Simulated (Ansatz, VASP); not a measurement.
**MgSe: VASP beside Ansatz**

The input INCAR:

```
SYSTEM = MgSe
ALGO = Normal ; EDIFF = 1E-6
ENCUT = 600 ; GGA = PE
GGA_COMPAT = .False. ; ISIF = 2
ISMEAR = 0 ; LASPH = .True.
LCHARG = .True. ; LELF = .True.
LREAL = .False. ; LVHAR = .True.
LWAVE = .False. ; NBANDS = 11
NELM = 120 ; PREC = Accurate
SIGMA = 0.05
```

File KPOINTS:

```
k-points
0
Gamma
  10 10 10
  0 0 0
```

Contents of POSCAR:

```
MgSe
1.0
    0.0000000000      2.7255000000      2.7255000000
    2.7255000000      0.0000000000      2.7255000000
    2.7255000000      2.7255000000      0.0000000000
Mg Se
1 1
Direct
    0.0000000000      0.0000000000      0.0000000000
    0.5000000000      0.5000000000      0.5000000000
```

Input for Ansatz:

```yaml
crystal:
  lattice:
    - [0.0, 2.7255, 2.7255]
    - [2.7255, 0.0, 2.7255]
    - [2.7255, 2.7255, 0.0]
  atoms:
    - { symbol: Mg, position: [0.0, 0.0, 0.0] }
    - { symbol: Se, position: [0.5, 0.5, 0.5] }
basis:
  ecutwfc: 420
  fft_grid_basis: typed
kpoints:
  mp_grid: { grid: [10, 10, 10] }
hamiltonian:
  xc: pbe
  pseudopotentials: { kind: paw }
scf:
  occupations: { method: gaussian, width: 0.05 }
output:
  forces: true
  stress: true
  eigenvalues: true
  bader: true
  write_density: true
  volumetric_format: npy
  elf: true
```

Alike in both runs: task single point; functional PBE; k mesh 10 × 10 × 10; occupations gaussian, width 0.05 eV; no spin polarisation.

|  | VASP | Ansatz |
| --- | --- | --- |
| version | VASP 6.6.1 | Ansatz 0.2.0 |
| potentials or method | VASP PAW PBE potentials, release 64 (Mg, Se), cutoff 600 eV | scalar-relativistic, plane waves, PAW |
| valence electrons in the cell | 8 | 26 |

VASP gave:

- gap on the k mesh at the Fermi level (eV): 1.80
- pressure (GPa): 1.9

Task: Estimate Ansatz's values.

Result: gap on the k mesh at the Fermi level (eV): 1.82; pressure (GPa): 2.0.

VASP's potentials hold 8 valence electrons a cell and Ansatz's 26, so a difference there can come from the potentials and not from the codes.
